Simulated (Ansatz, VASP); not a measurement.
## One calculation of Pb, two programs

The input INCAR:

```
ALGO = Normal
EDIFF = 1E-8
ENCUT = 520
GGA = PE
ISIF = 2
ISMEAR = -1
LASPH = T
LCHARG = F
LEFG = T
LREAL = F
LWAVE = F
NBANDS = 21
NELM = 60
PREC = Accurate
SIGMA = 0.08
```

File KPOINTS:

```
k-points
0
Gamma
  20 20 11
```

POSCAR

```
Pb
1.0
    3.4800006906      0.0000000000      0.0000000000
   -1.7400003453      3.0137690032      0.0000000000
    0.0000000000      0.0000000000      5.5900000000
Pb
2
Direct
    0.3333333333      0.6666666667      0.2500000000
    0.6666666667      0.3333333333      0.7500000000
```

Input for Ansatz:

```yaml
crystal:
  lattice:
    - [3.4800006906, 0.0, 0.0]
    - [-1.7400003453, 3.0137690032, 0.0]
    - [0.0, 0.0, 5.59]
  atoms:
    - { symbol: Pb, position: [0.3333333333, 0.6666666667, 0.25] }
    - { symbol: Pb, position: [0.6666666667, 0.3333333333, 0.75] }
kpoints:
  mp_grid: { grid: [20, 20, 11] }
scf:
  occupations: { method: fermi_dirac, width: 0.08 }
hamiltonian:
  xc: pbe
  pseudopotentials: { kind: paw }
output:
  forces: true
  stress: true
  eigenvalues: true
  efg: { contact_densities: true }
```

Alike in both runs: task electric field gradients; functional PBE; k mesh 20 × 20 × 11; occupations fermi-dirac, width 0.08 eV; no spin polarisation.

|  | VASP | Ansatz |
| --- | --- | --- |
| version | VASP 6.6.1 | Ansatz 0.2.0 |
| potentials or method | VASP PAW PBE potentials, release 64 (Pb_d) | PAW with Ansatz's default frozen-core files, scalar-relativistic |
| plane-wave cutoff (eV) | 520 | 420 |
| valence electrons in the cell | 28 | 28 |

|  | VASP | Ansatz | Ansatz less VASP |
| --- | --- | --- | --- |
| pressure (GPa) | 3.9 | 4.0 | +0.07 |
| traceless stress, the component that is largest in VASP (GPa) | 0.74 | 0.73 | -0.001 |
| size of Vzz on the site where it differs most (V/Å²) | 36.8 | 37.7 | +0.95 |

Neither program's run includes spin-orbit coupling.
